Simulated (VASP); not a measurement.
# C (Fmmm) in VASP: a series of runs

C is run at these levels: PBEsol+D3(BJ); tasks: single point.

Everything below comes from runs of VASP 6.6.1. Logs are shortened: lines on timing, memory, paths and dates and some standing lists are left out, and cuts for length are marked.

## 1. The cell of the first run

It takes space group Fmmm (No. 69, orthorhombic). The conventional cell has a = 2.391 Å, b = 4.139 Å, c = 6.466 Å, α = 90.00°, β = 90.00°, γ = 90.00°. Within 1.7 Å of C (site symmetry m2m) lie 3 C at 1.28 to 1.43 Å.

## 2. Single point, PBEsol+D3(BJ) (atoms shifted along a free coordinate)

INCAR reads:

```
PREC = Accurate
ENCUT = 520
EDIFF = 1E-6
ISMEAR = 0
SIGMA = 0.03
LREAL = F
LASPH = T
NELM = 80
ALGO = Normal
ISIF = 2
LWAVE = F
LCHARG = F
GGA = PS
IVDW = 12
NBANDS = 11
```

KPOINTS reads:

```
Automatic mesh
0
Gamma
  16 16 16
```

POSCAR reads:

```
C
1.0
    0.0000000000      2.0696277651      3.2332036561
    1.1956910189      0.0000000000      3.2332036561
    1.1956910189      2.0696277651      0.0000000000
C
2
Direct
    0.1549584640      0.8450415360      0.1549584640
    0.8450415360      0.1549584640      0.8450415360
```

Potentials or basis: VASP PAW PBE potentials, release 64 (C).

Run with:

```console
> cat potpaw_PBE.64/C/POTCAR > POTCAR
> mpirun -np 1 vasp_std > vasp.out
```

OUTCAR:

```text
PREC = Accurate
   ENCUT = 520
   EDIFF = 1E-6
   ISMEAR = 0
   LREAL = F
   LASPH = T
   NELM = 80
   ISIF = 2
   GGA = PS
   IVDW = 12
 IVDW          = 12

 ion  position               nearest neighbor table
   1  0.155  0.845  0.155-   2 1.28   2 1.43   2 1.43
   2  0.845  0.155  0.845-   1 1.28   1 1.43   1 1.43

  LATTYP: Found a face centered orthorhombic cell.
 ALAT       =     2.3913820378
 B/A-ratio  =     1.7309051690
 C/A-ratio  =     2.7040461164

  Lattice vectors:

 A1 = (   0.0000000000,   2.0696277651,   3.2332036561)
 A2 = (   1.1956910189,   0.0000000000,   3.2332036561)
 A3 = (   1.1956910189,   2.0696277651,   0.0000000000)

Analysis of symmetry for initial positions (statically):
=====================================================================
 Subroutine PRICEL returns:
 Original cell was already a primitive cell.

 Routine SETGRP: Setting up the symmetry group for a
 face centered orthorhombic supercell.

 Subroutine GETGRP returns: Found  8 space group operations
 (whereof  8 operations were pure point group operations)
 out of a pool of  8 trial point group operations.

The static configuration has the point symmetry D_2h.

Analysis of symmetry for dynamics (positions and initial velocities):
=====================================================================
 Subroutine PRICEL returns:
 Original cell was already a primitive cell.

 Routine SETGRP: Setting up the symmetry group for a
 face centered orthorhombic supercell.

 Subroutine GETGRP returns: Found  8 space group operations
 (whereof  8 operations were pure point group operations)
 out of a pool of  8 trial point group operations.

The dynamic configuration has the point symmetry D_2h.

 Subroutine INISYM returns: Found  8 space group operations
 (whereof  8 operations are pure point group operations),
 and found     1 'primitive' translations

----------------------------------------------------------------------------------------

                                     Primitive cell

  volume of cell :      16.0020

  direct lattice vectors                    reciprocal lattice vectors
     0.000000000  2.069627765  3.233203656    -0.418168233  0.241589337  0.154645378
     1.195691019  0.000000000  3.233203656     0.418168233 -0.241589337  0.154645378
     1.195691019  2.069627765  0.000000000     0.418168233  0.241589337 -0.154645378

  length of vectors
     3.838875482  3.447213787  2.390195829     0.507094933  0.507094933  0.507094933

  position of ions in fractional coordinates (direct lattice)
     0.154958464  0.845041536  0.154958464
     0.845041536  0.154958464  0.845041536

  ion indices of the primitive-cell ions
   primitive index   ion index
                 1           1
                 2           2

----------------------------------------------------------------------------------------

 KPOINTS: Automatic mesh

Automatic generation of k-mesh.
 Grid dimensions read from file:
 generate k-points for:   16   16   16

 Generating k-lattice:

  Cartesian coordinates                     Fractional coordinates (reciprocal lattice)
    -0.026135515  0.015099334  0.009665336     0.062500000  0.000000000  0.000000000
     0.026135515 -0.015099334  0.009665336     0.000000000  0.062500000 -0.000000000
     0.026135515  0.015099334 -0.009665336     0.000000000 -0.000000000  0.062500000

  Length of vectors
     0.031693433  0.031693433  0.031693433

  Shift w.r.t. Gamma in fractional coordinates (k-lattice)
     0.000000000  0.000000000  0.000000000

 Subroutine IBZKPT returns following result:
 ===========================================

 Found    621 irreducible k-points:

 Following reciprocal coordinates:
            Coordinates               Weight
  0.000000  0.000000  0.000000      1.000000
  0.062500 -0.000000  0.000000      8.000000
  0.125000 -0.000000  0.000000      8.000000
  0.187500  0.000000  0.000000      8.000000
  0.250000 -0.000000  0.000000      8.000000
  0.312500 -0.000000  0.000000      8.000000
[... 16 lines left out ...]
 -0.125000  0.062500 -0.000000      8.000000
 -0.062500  0.062500  0.000000      4.000000
 [... further k-points ...]
   k-points           NKPTS =    621   k-points in BZ     NKDIM =    621   number of bands    NBANDS=     11
   number of dos      NEDOS =    301   number of ions     NIONS =      2
   total plane-waves  NPLWV =  15120
   dimension x,y,z NGX =    30 NGY =   28 NGZ =   18
   dimension x,y,z NGXF=    60 NGYF=   56 NGZF=   36
   ions per type =               2
   NGX,Y,Z   is equivalent  to a cutoff of  12.99, 13.50, 12.52 a.u.
   NGXF,Y,Z  is equivalent  to a cutoff of  25.98, 27.01, 25.04 a.u.
 SYSTEM =  unknown system
   PREC   = accura    normal or accurate (medium, high low for compatibility)
   ISTART =      0    job   : 0-new  1-cont  2-samecut
   ICHARG =      2    charge: 1-file 2-atom 10-const
   ISPIN  =      1    spin polarized calculation?
   LNONCOLLINEAR =      F non collinear calculations
   LSORBIT =      F    spin-orbit coupling
   LASPH  =      T    aspherical Exc in radial PAW
   ENCUT  =  520.0 eV  38.22 Ry    6.18 a.u.   7.14  6.41  4.44*2*pi/ulx,y,z
   NELM   =     80;   NELMIN=  2; NELMDL= -5     # of ELM steps
   EDIFF  = 0.1E-05   stopping-criterion for ELM
   LREAL  =      F    real-space projection
   EDIFFG = 0.1E-04   stopping-criterion for IOM
   NSW    =      0    number of steps for IOM
   IBRION =     -1    ionic relax: 0-MD 1-quasi-New 2-CG
   NFREE  =      0    steps in history (QN), initial steepest desc. (CG)
   ISIF   =      2    stress and relaxation
   ISYM   =      2    0-nonsym 1-usesym 2-fastsym
   POTIM  = 0.5000    time-step for ionic-motion
   TEBEG  =    0.0;   TEEND  =   0.0 temperature during run
   PSTRESS=    0.0 pullay stress
   NELECT =       8.0000    total number of electrons
   NUPDOWN=      -1.0000    fix difference up-down
   EMIN   =  10.00;   EMAX   =-10.00  energy-range for DOS
   EFERMI =   0.00;   METHOD = LEGACY
   ISMEAR =     0;   SIGMA  =   0.03  broadening in eV -4-tet -1-fermi 0-gaus
   EFERMI_NEDOS =   21; number of points for ismear=-14 and -15
   IALGO  =     38    algorithm
   IMIX   =      4    mixing-type and parameters
     AMIX     =   0.40;   BMIX     =  1.00
     AMIX_MAG =   1.60;   BMIX_MAG =  1.00
  volume/ion in A,a.u.               =       8.00        53.99
  Fermi-wavevector in a.u.,A,eV,Ry     =   1.299312  2.455343 22.969510  1.688211
  Thomas-Fermi vector in A             =   2.430584
   LORBIT       =      0    0 simple, 1 ext, 2 COOP (PROOUT), +10 PAW based schemes
   GGA     = PS    functional components
   LHFCALC =     F    Hartree Fock is set to
   AEXX    =    0.0000 exact exchange contribution
   IVDW    =    12    specifies the selected vdW correction
   LEPSILON=     F    determine dielectric tensor
   LRPA    =     F    only Hartree local field effects (RPA)
 non-spin polarized calculation
 Gauss-broadening in eV      SIGMA  =   0.03
  energy-cutoff  :      520.00
  volume of cell :       16.00
 maximum number of plane-waves:       447
 NGX is ok and might be reduce to    30
   NGX = 15   NGY = 13   NGZ =  9

 number of electron       8.0000001 magnetization

 Free energy of the ion-electron system (eV)
  ---------------------------------------------------
  ext. energy  EPLUGINS =         0.00000000
  ---------------------------------------------------
  free energy    TOTEN  =       -18.80662416 eV

  energy without entropy =      -18.80659457  energy(sigma->0) =      -18.80660937

 E-fermi :   5.3122     XC(G=0): -10.9877

 val. band max:        5.3082205139   @ k =  -0.0625   0.3750   0.4375
 cond. band min:       5.3305237502   @ k =  -0.1250   0.2500   0.3750
 fundamental gap:      0.0223032363
 Fermi energy:         5.3121958057

 k-point     1 :       0.0000    0.0000    0.0000
  band No.  band energies     occupation
      1     -14.9118      2.00000
      2      -1.5545      2.00000
      3       1.1011      2.00000
      4       4.2251      2.00000
      5       9.5059      0.00000
      6      12.5014      0.00000
      7      16.3774      0.00000
      8      18.1749      0.00000
      9      20.4154      0.00000
     10      29.0713      0.00000
     11      31.8558      0.00000

 k-point     2 :       0.0625   -0.0000    0.0000
  band No.  band energies     occupation
      1     -14.8095      2.00000
      2      -1.4716      2.00000
      3       0.8889      2.00000
      4       3.8023      2.00000
      5       9.6709      0.00000
      6      12.6831      0.00000
      7      16.7798      0.00000
      8      17.8023      0.00000
      9      20.5183      0.00000
     10      29.4198      0.00000
     11      30.6732      0.00000

 k-point     3 :       0.1250   -0.0000    0.0000
  band No.  band energies     occupation
      1     -14.5035      2.00000
      2      -1.2221      2.00000
      3       0.2855      2.00000
      4       2.7422      2.00000
      5      10.1687      0.00000
      6      13.0784      0.00000
      7      16.7522      0.00000
      8      17.8744      0.00000
      9      20.8906      0.00000
     10      28.4699      0.00000
     11      30.4194      0.00000
[... 267 lines left out ...]
 k-point    23 :      -0.1250    0.0625   -0.0000
  band No.  band energies     occupation
      1     -14.0226      2.00000
      2      -0.6833      2.00000
      3      -0.5953      2.00000
      4       1.4838      2.00000
      5      10.5894      0.00000
      6      13.4225      0.00000
      7      15.1739      0.00000
      8      19.4487      0.00000
      9      21.6354      0.00000
     10      26.3661      0.00000
     11      31.0595      0.00000

 k-point    24 :      -0.0625    0.0625    0.0000
  band No.  band energies     occupation
      1     -14.5170      2.00000
      2      -1.1119      2.00000
      3       0.2845      2.00000
      4       2.7451      2.00000
      5       9.9576      0.00000
      6      13.0805      0.00000
      7      16.7410      0.00000
      8      17.8714      0.00000
      9      20.8949      0.00000
     10      28.4435      0.00000
     11      30.4152      0.00000

 [... further k-points ...]

------------------------ aborting loop because EDIFF is reached ----------------------------------------

 Edisp (eV)   -0.22331

 E8    (eV) :    -0.1086

  FORCE on cell =-STRESS in cart. coord.  units (eV):
  Direction    XX          YY          ZZ          XY          YZ          ZX
  --------------------------------------------------------------------------------------
  -------------------------------------------------------------------------------------
  Total       3.13335     7.59914     0.06817    -0.00000     0.00000     0.00000
  in kB     313.72215   760.85303     6.82523    -0.00000     0.00000     0.00000
  external pressure =      360.47 kB  Pullay stress =        0.00 kB

 VOLUME and BASIS-vectors are now :
 -----------------------------------------------------------------------------
  energy-cutoff  :      520.00
  volume of cell :       16.00
      direct lattice vectors                 reciprocal lattice vectors
     0.000000000  2.069627765  3.233203656    -0.418168233  0.241589337  0.154645378
     1.195691019  0.000000000  3.233203656     0.418168233 -0.241589337  0.154645378
     1.195691019  2.069627765  0.000000000     0.418168233  0.241589337 -0.154645378

 POSITION                                       TOTAL-FORCE (eV/Angst)
 -----------------------------------------------------------------------------------
      1.19569      0.64141      3.23320         0.000000      7.418579      0.000000
      1.19569      3.49784      3.23320         0.000000     -7.418579      0.000000
 -----------------------------------------------------------------------------------
    total drift:                               -0.000000     -0.000000     -0.000000

  FREE ENERGIE OF THE ION-ELECTRON SYSTEM (eV)
  ---------------------------------------------------
  free  energy   TOTEN  =       -19.0299309481 eV

  energy  without entropy=      -19.0299013595  energy(sigma->0) =      -19.02991615
```

It took 72 s on 1 thread of AMD EPYC 9R45 (Zen 5), shared host; peak memory 0.18 GiB.

What came out:

* Free energy: -19.0299 eV
* Pressure: 36.0 GPa
* Largest force: 7.419 eV/Å
* Band gap on the k mesh: zero (bands 4 and 5 overlap by 0.55 eV)
* Dispersion energy per atom: -0.112 eV

Forces on the atoms (eV/Å):
```
C    0.000  7.419  0.000
C    0.000 -7.419  0.000
```

Levels at points of the mesh, in eV from the Fermi level:
| k point | band 2 | band 3 | band 4 | band 5 | band 6 | band 7 |
| --- | --- | --- | --- | --- | --- | --- |
| (0.00, 0.00, 0.00) | -6.87 | -4.21 | -1.09 | 4.19 | 7.19 | 11.07 |
| (0.50, 0.00, 0.00) | -13.24 | -6.64 | -2.78 | 2.42 | 7.97 | 13.08 |
| (0.50, 0.50, 0.00) | -9.21 | -4.19 | -1.14 | 7.08 | 10.99 | 11.09 |
| (0.50, 0.00, 0.50) | -14.07 | -5.79 | -0.58 | 1.59 | 9.04 | 11.28 |
| (0.00, 0.50, 0.50) | -13.77 | -5.86 | -2.46 | -0.12 | 8.51 | 14.76 |

Caveat: the cell differs from its parent crystal (atoms shifted along a free coordinate); the stress differs along the axes, from 1 to 76 GPa; the PAW data sets were made with another functional, which shifts forces and pressure a little.

## 3. Single point, PBEsol+D3(BJ)

INCAR reads:

```
SYSTEM = C
PREC = Accurate ; ENCUT = 520
EDIFF = 1E-6 ; ISMEAR = 0
SIGMA = 0.03 ; LREAL = .False.
LASPH = .True. ; NELM = 60
ALGO = Normal ; ISIF = 2
LWAVE = .False. ; LCHARG = .False.
GGA = PS ; IVDW = 12
NBANDS = 11
```

KPOINTS reads:

```
regular mesh
0
Gamma
  16 16 16
  0 0 0
```

POSCAR reads:

```
C
1.0
    0.0000000000      2.0696277651      3.2332036561
    1.1956910189      0.0000000000      3.2332036561
    1.1956910189      2.0696277651      0.0000000000
C
2
Direct
    0.1667066167      0.8332933833      0.1667066167
    0.8332933833      0.1667066167      0.8332933833
```

Potentials or basis: VASP PAW PBE potentials, release 64 (C).

Run with:

```console
> cat potpaw_PBE.64/C/POTCAR > POTCAR
> mpirun -np 1 vasp_std > vasp.out
```

It took 71 s on 1 thread of AMD EPYC 9R45 (Zen 5), shared host; peak memory 0.18 GiB.

It converged, with:

| Item | Value |
| --- | --- |
| Free energy | -19.3755 eV |
| Pressure | 30.0 GPa |
| Largest force | 0.029 eV/Å |
| Dispersion energy per atom | -0.112 eV |

Forces on the atoms (eV/Å):
```
C    0.000 -0.029  0.000
C    0.000  0.029  0.000
```

Stress tensor (GPa, compression positive):
```
44.70  0.00  0.00
 0.00 44.17  0.00
 0.00  0.00  1.14
```

Caveat: the stress differs along the axes, from 1 to 45 GPa; the PAW data sets were made with another functional, which shifts forces and pressure a little.

## 4. Single point, PBEsol+D3(BJ) (atoms shifted along a free coordinate)

INCAR reads:

```
PREC = Accurate ; ENCUT = 520
EDIFF = 1E-6 ; ISMEAR = 0
SIGMA = 0.03 ; LREAL = False
LASPH = True ; NELM = 60
ALGO = Normal ; ISIF = 2
LWAVE = False ; LCHARG = False
GGA = PS ; IVDW = 12
NBANDS = 11
```

KPOINTS reads:

```
regular mesh
0
Gamma
  16 16 16
```

POSCAR reads:

```
C
1.0
    0.0000000000      2.0696277651      3.2332036561
    1.1956910189      0.0000000000      3.2332036561
    1.1956910189      2.0696277651      0.0000000000
C
2
Direct
    0.1902029221      0.8097970779      0.1902029221
    0.8097970779      0.1902029221      0.8097970779
```

Potentials or basis: VASP PAW PBE potentials, release 64 (C).

Run with:

```console
> cat potpaw_PBE.64/C/POTCAR > POTCAR
> mpirun -np 1 vasp_std > vasp.out
```

OUTCAR:

```text
PREC = Accurate
   ENCUT = 520
   EDIFF = 1E-6
   ISMEAR = 0
   LREAL = False
   LASPH = True
   NELM = 60
   ISIF = 2
   GGA = PS
   IVDW = 12
 IVDW          = 12

 ion  position               nearest neighbor table
   1  0.190  0.810  0.190-   2 1.29   2 1.29   2 1.57
   2  0.810  0.190  0.810-   1 1.29   1 1.29   1 1.57

  LATTYP: Found a face centered orthorhombic cell.
 ALAT       =     2.3913820378
 B/A-ratio  =     1.7309051690
 C/A-ratio  =     2.7040461164

  Lattice vectors:

 A1 = (   0.0000000000,   2.0696277651,   3.2332036561)
 A2 = (   1.1956910189,   0.0000000000,   3.2332036561)
 A3 = (   1.1956910189,   2.0696277651,   0.0000000000)

Analysis of symmetry for initial positions (statically):
=====================================================================
 Subroutine PRICEL returns:
 Original cell was already a primitive cell.

 Routine SETGRP: Setting up the symmetry group for a
 face centered orthorhombic supercell.

 Subroutine GETGRP returns: Found  8 space group operations
 (whereof  8 operations were pure point group operations)
 out of a pool of  8 trial point group operations.

The static configuration has the point symmetry D_2h.

[... 172 lines left out ...]
      3      -0.4000      2.00000
      4       6.0405      0.00000
      5       9.5450      0.00000
      6      10.5118      0.00000
      7      18.2235      0.00000
      8      18.6446      0.00000
      9      20.5331      0.00000
     10      28.4667      0.00000
     11      32.4590      0.00000
[... 309 lines left out ...]
 k-point    24 :      -0.0625    0.0625    0.0000
  band No.  band energies     occupation
      1     -14.5688      2.00000
      2      -1.2537      2.00000
      3      -1.1782      2.00000
      4       4.5301      2.00000
      5       9.9537      0.00000
      6      11.6067      0.00000
      7      16.4683      0.00000
      8      19.2937      0.00000
      9      21.2594      0.00000
     10      29.6382      0.00000
     11      29.9728      0.00000

 [... further k-points ...]

------------------------ aborting loop because EDIFF is reached ----------------------------------------

 Edisp (eV)   -0.22367

 E8    (eV) :    -0.1088

  FORCE on cell =-STRESS in cart. coord.  units (eV):
  Direction    XX          YY          ZZ          XY          YZ          ZX
  --------------------------------------------------------------------------------------
  -------------------------------------------------------------------------------------
  Total      10.73281     3.24570     0.07987    -0.00000     0.00000     0.00000
  in kB    1074.60754   324.97143     7.99707    -0.00000     0.00000     0.00000
  external pressure =      469.19 kB  Pullay stress =        0.00 kB

 VOLUME and BASIS-vectors are now :
 -----------------------------------------------------------------------------
  energy-cutoff  :      520.00
  volume of cell :       16.00
      direct lattice vectors                 reciprocal lattice vectors
     0.000000000  2.069627765  3.233203656    -0.418168233  0.241589337  0.154645378
     1.195691019  0.000000000  3.233203656     0.418168233 -0.241589337  0.154645378
     1.195691019  2.069627765  0.000000000     0.418168233  0.241589337 -0.154645378

 POSITION                                       TOTAL-FORCE (eV/Angst)
 -----------------------------------------------------------------------------------
      1.19569      0.78730      3.23320         0.000000     -9.383880      0.000000
      1.19569      3.35196      3.23320         0.000000      9.383880      0.000000
 -----------------------------------------------------------------------------------
    total drift:                                0.000000      0.000000      0.000000

  FREE ENERGIE OF THE ION-ELECTRON SYSTEM (eV)
  ---------------------------------------------------
  free  energy   TOTEN  =       -18.3267570805 eV

  energy  without entropy=      -18.3266183398  energy(sigma->0) =      -18.32668771
```

Wall time 70 s (1 thread of AMD EPYC 9R45 (Zen 5), shared host); peak memory 0.18 GiB.

Results:

| Item | Value |
| --- | --- |
| Free energy | -18.3268 eV |
| Pressure | 46.9 GPa |
| Largest force | 9.384 eV/Å |
| Band gap on the k mesh | zero (bands 4 and 5 overlap by 0.67 eV) |
| Dispersion energy per atom | -0.112 eV |

Forces on the atoms (eV/Å):
```
C    0.000 -9.384  0.000
C    0.000  9.384  0.000
```

Levels at points of the mesh, in eV from the Fermi level:
| k point | band 2 | band 3 | band 4 | band 5 | band 6 | band 7 |
| --- | --- | --- | --- | --- | --- | --- |
| (0.00, 0.00, 0.00) | -7.30 | -6.05 | 0.39 | 3.90 | 4.86 | 12.57 |
| (0.50, 0.00, 0.00) | -14.66 | -5.63 | -2.16 | 0.41 | 6.83 | 12.99 |
| (0.50, 0.50, 0.00) | -9.62 | -6.09 | 0.44 | 4.94 | 10.63 | 12.79 |
| (0.50, 0.00, 0.50) | -12.84 | -8.40 | -3.19 | 5.15 | 8.04 | 11.08 |
| (0.00, 0.50, 0.50) | -12.59 | -8.46 | -4.74 | 2.66 | 7.52 | 13.68 |

Caveat: the cell differs from its parent crystal (atoms shifted along a free coordinate); the stress differs along the axes, from 1 to 107 GPa; the PAW data sets were made with another functional, which shifts forces and pressure a little.

(Part 1 of 2 ends here.)

The gap in the log of VASP goes by the Fermi energy; the results here count the filled bands.